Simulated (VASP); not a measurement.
# MgC2 (P4_2/mnm) in VASP: a series of runs

The runs below take MgC2 through single point, with PBE.

All numbers are computed with VASP 6.6.1; they aren't measurements. Logs are shortened: lines on timing, memory, paths and dates and some standing lists are left out, and cuts for length are marked.

### 1 The cell of the first run

It takes space group P4_2/mnm (No. 136, tetragonal). The conventional cell has a = 3.951 Å, b = 3.951 Å, c = 4.987 Å, α = 90.00°, β = 90.00°, γ = 90.00°. Within 2.9 Å of Mg (site symmetry mmm) lie 10 C at 2.17 to 2.86 Å. C (site symmetry m2m) has 1 C at 1.26 Å within 1.7 Å.

### 2 Single point, PBE

The input, INCAR:

```
ALGO = Normal
EDIFF = 1E-6
ENCUT = 600
GGA = PE
GGA_COMPAT = F
ISIF = 2
ISMEAR = -1
LASPH = T
LCHARG = F
LREAL = F
LWAVE = F
NBANDS = 19
NELM = 120
PREC = Accurate
SIGMA = 0.05
```

The input, KPOINTS:

```
k-points
0
Gamma
  5 5 4
```

The input, POSCAR:

```
MgC2
1.0
    3.9507770000      0.0000000000      0.0000000000
    0.0000000000      3.9507770000      0.0000000000
    0.0000000000      0.0000000000      4.9870890000
Mg C
2 4
Direct
    0.5000000000      0.5000000000      0.0000000000
    0.0000000000      0.0000000000      0.5000000000
    0.8876550000      0.8876550000      0.0000000000
    0.1123450000      0.1123450000      0.0000000000
    0.3876550000      0.6123450000      0.5000000000
    0.6123450000      0.3876550000      0.5000000000
```

Potentials or basis: VASP PAW PBE potentials, release 64 (Mg, C).

On the command line:

```console
$ cat potpaw_PBE.64/Mg/POTCAR potpaw_PBE.64/C/POTCAR > POTCAR
$ mpirun -np 1 vasp_std > vasp.out
```

OUTCAR:

```text
EDIFF = 1E-6
   ENCUT = 600
   GGA = PE
   ISIF = 2
   ISMEAR = -1
   LASPH = T
   LREAL = F
   NELM = 120
   PREC = Accurate

 ion  position               nearest neighbor table
   1  0.500  0.500  0.000-   3 2.17   4 2.17   5 2.57   6 2.57   5 2.57   6 2.57   4 2.86   4 2.86
                             3 2.86   3 2.86
   2  0.000  0.000  0.500-   5 2.17   6 2.17   3 2.57   4 2.57   3 2.57   4 2.57   6 2.86   5 2.86
                             6 2.86   5 2.86
   3  0.888  0.888  0.000-   4 1.26   1 2.17   2 2.57   2 2.57   1 2.86   1 2.86
   4  0.112  0.112  0.000-   3 1.26   1 2.17   2 2.57   2 2.57   1 2.86   1 2.86
   5  0.388  0.612  0.500-   6 1.26   2 2.17   1 2.57   1 2.57   2 2.86   2 2.86
   6  0.612  0.388  0.500-   5 1.26   2 2.17   1 2.57   1 2.57   2 2.86   2 2.86

  LATTYP: Found a simple tetragonal cell.
 ALAT       =     3.9507770000
 C/A-ratio  =     1.2623058705

  Lattice vectors:

 A1 = (   3.9507770000,   0.0000000000,   0.0000000000)
 A2 = (   0.0000000000,   3.9507770000,   0.0000000000)
 A3 = (   0.0000000000,   0.0000000000,   4.9870890000)

Analysis of symmetry for initial positions (statically):
=====================================================================
 Subroutine PRICEL returns:
 Original cell was already a primitive cell.

 Routine SETGRP: Setting up the symmetry group for a
 simple tetragonal supercell.

 Subroutine GETGRP returns: Found 16 space group operations
 (whereof  8 operations were pure point group operations)
 out of a pool of 16 trial point group operations.

The static configuration has the point symmetry D_2h.
 The point group associated with its full space group is D_4h.

Analysis of symmetry for dynamics (positions and initial velocities):
=====================================================================
 Subroutine PRICEL returns:
 Original cell was already a primitive cell.

 Routine SETGRP: Setting up the symmetry group for a
 simple tetragonal supercell.

 Subroutine GETGRP returns: Found 16 space group operations
 (whereof  8 operations were pure point group operations)
 out of a pool of 16 trial point group operations.

The dynamic configuration has the point symmetry D_2h.
 The point group associated with its full space group is D_4h.

 Subroutine INISYM returns: Found 16 space group operations
 (whereof  8 operations are pure point group operations),
 and found     1 'primitive' translations

----------------------------------------------------------------------------------------

[... 98 lines left out ...]
   NFREE  =      0    steps in history (QN), initial steepest desc. (CG)
   ISIF   =      2    stress and relaxation
   ISYM   =      2    0-nonsym 1-usesym 2-fastsym
   POTIM  = 0.5000    time-step for ionic-motion
   TEBEG  =    0.0;   TEEND  =   0.0 temperature during run
   PSTRESS=    0.0 pullay stress
   NELECT =      20.0000    total number of electrons
   NUPDOWN=      -1.0000    fix difference up-down
   EMIN   =  10.00;   EMAX   =-10.00  energy-range for DOS
   EFERMI =   0.00;   METHOD = LEGACY
   ISMEAR =    -1;   SIGMA  =   0.05  broadening in eV -4-tet -1-fermi 0-gaus
   EFERMI_NEDOS =   21; number of points for ismear=-14 and -15
   IALGO  =     38    algorithm
   IMIX   =      4    mixing-type and parameters
     AMIX     =   0.40;   BMIX     =  1.00
     AMIX_MAG =   1.60;   BMIX_MAG =  1.00
  volume/ion in A,a.u.               =      12.97        87.55
  Fermi-wavevector in a.u.,A,eV,Ry     =   1.040752  1.966737 14.737364  1.083166
  Thomas-Fermi vector in A             =   2.175342
   LORBIT       =      0    0 simple, 1 ext, 2 COOP (PROOUT), +10 PAW based schemes
   GGA     = PE    functional components
   LHFCALC =     F    Hartree Fock is set to
   AEXX    =    0.0000 exact exchange contribution
   IVDW    =     0    specifies the selected vdW correction
   LEPSILON=     F    determine dielectric tensor
   LRPA    =     F    only Hartree local field effects (RPA)
 non-spin polarized calculation
  energy-cutoff  :      600.00
  volume of cell :       77.84
 maximum number of plane-waves:      2611
 NGX is ok and might be reduce to    32
   NGX = 15   NGY = 15   NGZ = 19

 number of electron      20.0000001 magnetization

 Free energy of the ion-electron system (eV)
  ---------------------------------------------------
  ext. energy  EPLUGINS =         0.00000000
  ---------------------------------------------------
  free energy    TOTEN  =       -37.38509535 eV

  energy without entropy =      -37.38509535  energy(sigma->0) =      -37.38509535

 E-fermi :   2.1579     XC(G=0):  -9.5069

 val. band max:        1.0898866637   @ k =   0.4000   0.4000   0.5000
 cond. band min:       3.6881916684   @ k =   0.0000   0.0000   0.0000
 fundamental gap:      2.5983050047
 Fermi energy:         2.1578800832

 k-point     1 :       0.0000    0.0000    0.0000
  band No.  band energies     occupation
      1     -11.7875      2.00000
      2     -10.9182      2.00000
      3      -2.3376      2.00000
      4      -1.9385      2.00000
      5      -1.9385      2.00000
      6      -1.8762      2.00000
[... 373 lines left out ...]
      6      -1.4266      2.00000
[... 11 lines left out ...]
     18      11.5764      0.00000
     19      11.9409      0.00000

------------------------ aborting loop because EDIFF is reached ----------------------------------------

  FORCE on cell =-STRESS in cart. coord.  units (eV):
  Direction    XX          YY          ZZ          XY          YZ          ZX
  --------------------------------------------------------------------------------------
  -------------------------------------------------------------------------------------
  Total       -0.2757939     -0.2757939     -0.1795146      0.0000000      0.0000000      0.0000000
  in kB       -5.6765323     -5.6765323     -3.6948621      0.0000000      0.0000000      0.0000000
  external PRESSURE =      -5.0159756 kB  Pullay stress =       0.0000000 kB

 VOLUME and BASIS-vectors are now :
 -----------------------------------------------------------------------------
  energy-cutoff  :      600.00
  volume of cell :       77.84
      direct lattice vectors                 reciprocal lattice vectors
     3.950777000  0.000000000  0.000000000     0.253114767  0.000000000  0.000000000
     0.000000000  3.950777000  0.000000000     0.000000000  0.253114767  0.000000000
     0.000000000  0.000000000  4.987089000     0.000000000  0.000000000  0.200517777

 POSITION                                       TOTAL-FORCE (eV/Angst)
 -----------------------------------------------------------------------------------
      1.97539      1.97539      0.00000         0.000000     -0.000000      0.000000
      0.00000      0.00000      2.49354         0.000000     -0.000000      0.000000
      3.50693      3.50693      0.00000        -0.007257     -0.007257      0.000000
      0.44385      0.44385      0.00000         0.007257      0.007257     -0.000000
      1.53154      2.41924      2.49354        -0.007257      0.007257     -0.000000
      2.41924      1.53154      2.49354         0.007257     -0.007257      0.000000
 -----------------------------------------------------------------------------------
    total drift:                               -0.000000      0.000000      0.000000

  FREE ENERGIE OF THE ION-ELECTRON SYSTEM (eV)
  ---------------------------------------------------
  free  energy   TOTEN  =       -37.3850953498 eV

  energy  without entropy=      -37.3850953497  energy(sigma->0) =      -37.38509535
```

OSZICAR:

```text
N       E                     dE             d eps       ncg     rms          rms(c)
DAV:   1     0.473896988929E+02    0.47390E+02   -0.88869E+03   684   0.990E+02
DAV:   2    -0.374649217486E+02   -0.84855E+02   -0.81521E+02   883   0.163E+02
DAV:   3    -0.430156916424E+02   -0.55508E+01   -0.55089E+01   833   0.410E+01
DAV:   4    -0.430745183016E+02   -0.58827E-01   -0.58781E-01   879   0.514E+00
DAV:   5    -0.430752988185E+02   -0.78052E-03   -0.78046E-03   835   0.562E-01    0.117E+01
DAV:   6    -0.379190639231E+02    0.51562E+01   -0.79533E+00   747   0.151E+01    0.537E+00
DAV:   7    -0.373923406920E+02    0.52672E+00   -0.26915E+00   860   0.910E+00    0.245E+00
DAV:   8    -0.373947587532E+02   -0.24181E-02   -0.17655E-01   805   0.225E+00    0.500E-01
DAV:   9    -0.373846434132E+02    0.10115E-01   -0.31641E-02   764   0.979E-01    0.202E-01
DAV:  10    -0.373850624825E+02   -0.41907E-03   -0.17489E-03   864   0.252E-01    0.491E-02
DAV:  11    -0.373850978984E+02   -0.35416E-04   -0.13232E-04   825   0.736E-02    0.191E-02
DAV:  12    -0.373850951974E+02    0.27010E-05   -0.47749E-06   829   0.141E-02    0.769E-03
DAV:  13    -0.373850953498E+02   -0.15239E-06   -0.40729E-06   835   0.123E-02
   1 F= -.37385095E+02 E0= -.37385095E+02  d E =-.675141E-10
```

stdout:

```text
POSCAR found type information on POSCAR MgC
 POSCAR found :  2 types and       6 ions
 scaLAPACK will be used
 LDA part: xc-table for (Slater+PW92), standard interpolation
 POSCAR, INCAR and KPOINTS ok, starting setup
 FFT: planning ... GRIDC
 FFT: planning ... GRID_SOFT
 FFT: planning ... GRID
 WAVECAR not read
 entering main loop
```

Wall time 17 s (1 thread of Intel Xeon 6975P-C (Granite Rapids), shared host); peak memory 0.19 GiB.

Results:

```yaml
Free_energy: -37.3851 eV
Pressure: -0.5 GPa
Largest_force: 0.010 eV/Å
Band_gap_on_the_k_mesh: 2.60 eV (least direct gap 2.96 eV)
```

Forces in eV/Å, atoms in the order of the input:
```
Mg   0.000  0.000  0.000
Mg   0.000  0.000  0.000
C   -0.007 -0.007  0.000
C    0.007  0.007  0.000
C   -0.007  0.007  0.000
C    0.007 -0.007  0.000
```

Stress tensor (GPa, compression positive):
```
-0.57  0.00  0.00
 0.00 -0.57  0.00
 0.00  0.00 -0.37
```

Caveat: an odd mesh through Γ misses points on the zone boundary, where band edges can lie.

### 3 Single point, PBE

The input, INCAR:

```
SYSTEM = MgC2
PREC = Accurate
ENCUT = 600
EDIFF = 1E-6
ISMEAR = -1
SIGMA = 0.05
LREAL = .False.
LASPH = .True.
NELM = 120
ALGO = Normal
ISIF = 2
LWAVE = .False.
LCHARG = .False.
GGA = PE
NBANDS = 19
GGA_COMPAT = .False.
```

The input, KPOINTS:

```
regular mesh
0
Gamma
  6 6 5
  0 0 0
```

POSCAR is that of step 2.

Potentials or basis: VASP PAW PBE potentials, release 64 (Mg, C).

On the command line:

```console
$ cat potpaw_PBE.64/Mg/POTCAR potpaw_PBE.64/C/POTCAR > POTCAR
$ mpirun -np 1 vasp_std > vasp.out
```

Run time: 22 s. Hardware: 1 thread of Intel Xeon 6975P-C (Granite Rapids), shared host; peak memory 0.21 GiB.

It converged, with:

```
Free energy            : -37.3852 eV
Pressure               : -0.5 GPa
Largest force          : 0.011 eV/Å
Band gap on the k mesh : 2.64 eV (least direct gap 2.96 eV)
```

Forces on the atoms (eV/Å):
```
Mg   0.000  0.000  0.000
Mg   0.000  0.000  0.000
C   -0.007 -0.007  0.000
C    0.007  0.007  0.000
C   -0.007  0.007  0.000
C    0.007 -0.007  0.000
```

Stress tensor (GPa, compression positive):
```
-0.57  0.00  0.00
 0.00 -0.57  0.00
 0.00  0.00 -0.37
```

Levels at points of the mesh, in eV from the valence-band top:
```csv
k point,band 8,band 9,band 10,band 11,band 12,band 13
"(0.00, 0.00, 0.00)",-0.38,-0.32,-0.32,2.64,5.29,5.64
"(0.50, 0.00, 0.00)",-1.61,-0.25,-0.25,5.41,5.41,5.52
"(0.50, 0.50, 0.00)",-1.61,-0.93,-0.93,3.98,3.98,6.62
```

Caveat: an odd mesh through Γ misses points on the zone boundary, where band edges can lie.

### 4 Single point, PBE

The input, INCAR:

```
SYSTEM = MgC2
ALGO     = Normal         ! electronic algorithm
EDIFF    = 1E-6           ! SCF threshold, eV
ENCUT    = 600            ! plane-wave cutoff, eV
GGA      = PE             ! functional
GGA_COMPAT= .False.      
ISIF     = 2              ! what is computed and relaxed
ISMEAR   = -1             ! smearing method
LASPH    = .True.         ! aspherical terms in the spheres
LCHARG   = .False.        ! write CHGCAR
LREAL    = .False.        ! projectors in reciprocal space
LWAVE    = .False.        ! write WAVECAR
NBANDS   = 19             ! bands
NELM     = 120            ! most SCF steps
PREC     = Accurate       ! precision mode
SIGMA    = 0.05           ! smearing width, eV
```

The input, KPOINTS:

```
k-points
0
Gamma
  7 7 6
  0 0 0
```

POSCAR is that of step 3.

On the command line:

```console
$ cat potpaw_PBE.64/Mg/POTCAR potpaw_PBE.64/C/POTCAR > POTCAR
$ mpirun -np 1 vasp_std > vasp.out
```

Run time: 27 s. Hardware: 1 thread of Intel Xeon 6975P-C (Granite Rapids), shared host; peak memory 0.22 GiB.

The run converged. Its results:

* Free energy: -37.3852 eV
* Pressure: -0.5 GPa
* Largest force: 0.011 eV/Å
* Band gap on the k mesh: 2.59 eV (least direct gap 2.96 eV)

Forces in eV/Å, atoms in the order of the input:
```
Mg   0.000  0.000  0.000
Mg   0.000  0.000  0.000
C   -0.008 -0.008  0.000
C    0.008  0.008  0.000
C   -0.008  0.008  0.000
C    0.008 -0.008  0.000
```

Stress tensor (GPa, compression positive):
```
-0.57  0.00  0.00
 0.00 -0.57  0.00
 0.00  0.00 -0.37
```

Levels at points of the mesh, in eV from the valence-band top:
```tsv
k point	band 8	band 9	band 10	band 11	band 12	band 13
(0.00, 0.00, 0.00)	-0.43	-0.37	-0.37	2.59	5.24	5.59
(0.00, 0.00, 0.50)	-0.72	-0.32	-0.32	3.65	3.65	5.74
```

Caveat: an odd mesh through Γ misses points on the zone boundary, where band edges can lie.

### 5 The runs side by side

| k mesh | gap on the mesh (eV) | pressure (GPa) | largest force (eV/Å) |
| --- | --- | --- | --- |
| 5 × 5 × 4 | 2.60 | -0.5 | 0.01 |
| 6 × 6 × 5 | 2.64 | -0.5 | 0.01 |
| 7 × 7 × 6 | 2.59 | -0.5 | 0.01 |

Alike in all rows: task single point; level PBE; potentials or basis VASP PAW PBE potentials, release 64 (Mg, C); no spin polarisation; cell as given; cutoff (eV) 600; smearing fermi-dirac 0.05 eV.

Caveats: an odd mesh through Γ misses points on the zone boundary, where band edges can lie.

Total energies depend on the potentials used, so only differences within one code and one set of settings carry meaning.
